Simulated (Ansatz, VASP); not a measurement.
BN: VASP beside Ansatz

File POSCAR:

```
BN
1.0
    2.5008381222     -0.0060020115      0.0000000000
   -1.2556169555      2.1687903504      0.0000000000
    0.0000000000      0.0000000000      6.8931397728
B N
2 2
Direct
    0.3325017823      0.6666577219      0.2500000000
    0.6674982177      0.3333422781      0.7500000000
    0.6652800069      0.3333195100      0.2500000000
    0.3347199931      0.6666804900      0.7500000000
```

Contents of INCAR.step1:

```
ALGO     = Normal         # electronic algorithm
EDIFF    = 1E-4           # SCF threshold, eV
ENCUT    = 520            # plane-wave cutoff, eV
GGA      = PE             # functional
ISMEAR   = 0              # smearing method
LASPH    = True           # aspherical terms in the spheres
LCHARG   = False          # write CHGCAR
LREAL    = False          # projectors in reciprocal space
LWAVE    = True           # write WAVECAR
NBANDS   = 16             # bands
NELM     = 100            # most SCF steps
PREC     = Accurate       # precision mode
SIGMA    = 0.01           # smearing width, eV
```

The input INCAR.step2:

```
ALGO     = Normal         # electronic algorithm
EDIFF    = 1E-6           # SCF threshold, eV
ENCUT    = 520            # plane-wave cutoff, eV
ISIF     = 2              # what is computed and relaxed
ISMEAR   = 0              # smearing method
ISTART   = 1            
LASPH    = True           # aspherical terms in the spheres
LCHARG   = True           # write CHGCAR
LELF     = True           # ELF
LMIXTAU  = True         
LREAL    = False          # projectors in reciprocal space
LVHAR    = True         
LWAVE    = False          # write WAVECAR
METAGGA  = R2SCAN         # meta-GGA
NBANDS   = 16             # bands
NELM     = 100            # most SCF steps
PREC     = Accurate       # precision mode
SIGMA    = 0.01           # smearing width, eV
```

The input KPOINTS:

```
k-points
0
Gamma
  12 12 4
```

Input for Ansatz:

```yaml
crystal:
  lattice:
    - [2.5008381222, -0.0060020115, 0.0]
    - [-1.2556169555, 2.1687903504, 0.0]
    - [0.0, 0.0, 6.8931397728]
  atoms:
    - { symbol: B, position: [0.3325017823, 0.6666577219, 0.25] }
    - { symbol: B, position: [0.6674982177, 0.3333422781, 0.75] }
    - { symbol: "N", position: [0.6652800069, 0.33331951, 0.25] }
    - { symbol: "N", position: [0.3347199931, 0.66668049, 0.75] }
kpoints:
  mp_grid: { grid: [12, 12, 4] }
  band_path:
    path:
      - [0.0, 0.0, 0.0]
      - [0.5, 0.0, 0.0]
      - [0.3333333333, 0.3333333333, 0.0]
      - [0.0, 0.0, 0.5]
      - [0.5, 0.0, 0.5]
      - [0.3333333333, 0.3333333333, 0.5]
      - [0.3125, 0.307292, 0.0]
      - [0.5, 0.5, 0.0]
    npoints: 1
hamiltonian:
  xc: r2scan
scf:
  occupations: { method: fixed }
  n_extra_bands: 5
output:
  forces: true
  stress: true
  eigenvalues: true
```

Change from the starting cell: shear_xy strain -0.5%.

Alike in both runs: task single point; functional r2SCAN; k mesh 12 × 12 × 4; no spin polarisation.

|  | VASP | Ansatz |
| --- | --- | --- |
| version | VASP 6.6.1 | Ansatz 0.2.0 |
| potentials or method | VASP PAW PBE potentials, release 64 (B, N) | plane waves, PAW |
| plane-wave cutoff (eV) | 520 | 500 |
| occupations | gaussian, width 0.01 eV | fixed |
| valence electrons in the cell | 16 | 16 |

VASP gave:

| Property | Result |
| --- | --- |
| gap on the k mesh at the Fermi level (eV) | 4.91 |
| pressure (GPa) | 0.4 |
| traceless stress, the component that is largest in VASP (GPa) | 1.66 |

Question: What did Ansatz give for the same quantities?

Answer: gap on the k mesh at the Fermi level (eV): 4.87; pressure (GPa): 0.0; traceless stress, the component that is largest in VASP (GPa): 1.66.

VASP's potentials were made for PBE, not for r2SCAN.
